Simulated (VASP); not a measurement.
Wanted: the native input for a VASP 6.6.1 run.

- Task: single point
- Functional: PBEsol
- Potentials or basis: VASP PAW PBE potentials, release 64 (W_sv, C)
- Cutoff: 520 eV
- k mesh: 13 × 13 × 12
- Occupations: fermi-dirac, width 0.05 eV
- Spin: no spin polarisation
- Dipole correction: no
- Further INCAR settings: ALGO = Normal; EDIFF = 1e-06; NBANDS = 16

The structure of WC lies in POSCAR:

```
WC
1.0
    2.8412909150      0.0000000000      0.0000000000
   -1.4206454575      2.4606301120      0.0000000000
    0.0000000000      0.0000000000      2.7712491016
W C
1 1
Direct
    0.0000000000      0.0000000000      0.0000000000
    0.6666666667      0.3333333333      0.5000000000
```

This cell differs from its parent crystal: volume scaled by 0.94.

These files were run (other wordings do the same):

INCAR

```
SYSTEM = WC
ALGO = Normal
EDIFF = 1E-6
ENCUT = 520
GGA = PS
ISIF = 2
ISMEAR = -1
LASPH = .True.
LCHARG = .True.
LELF = .True.
LREAL = .False.
LVHAR = .True.
LWAVE = .False.
NBANDS = 16
NELM = 80
PREC = Accurate
SIGMA = 0.05
```

KPOINTS

```
k-points
0
Gamma
  13 13 12
  0 0 0
```

Potentials or basis: VASP PAW PBE potentials, release 64 (W_sv, C).

Run with:

```bash
$ cat potpaw_PBE.64/W_sv/POTCAR potpaw_PBE.64/C/POTCAR > POTCAR
$ mpirun -np 1 vasp_std > vasp.out
```

Results of the run:

```
Pressure               : 29.5 GPa
Band gap on the k mesh : zero (band 9 reaches 12.62 eV, above the bottom of band 10 at 11.26 eV)
```

Caveat: the PAW data sets were made with another functional, which shifts forces and pressure a little; spin-orbit coupling is left out, which moves the levels of the heavy elements.

Wall time 14 s on 1 thread of Intel(R) Xeon(R) 6975P-C (Granite Rapids) (shared host), peak memory 0.17 GiB.
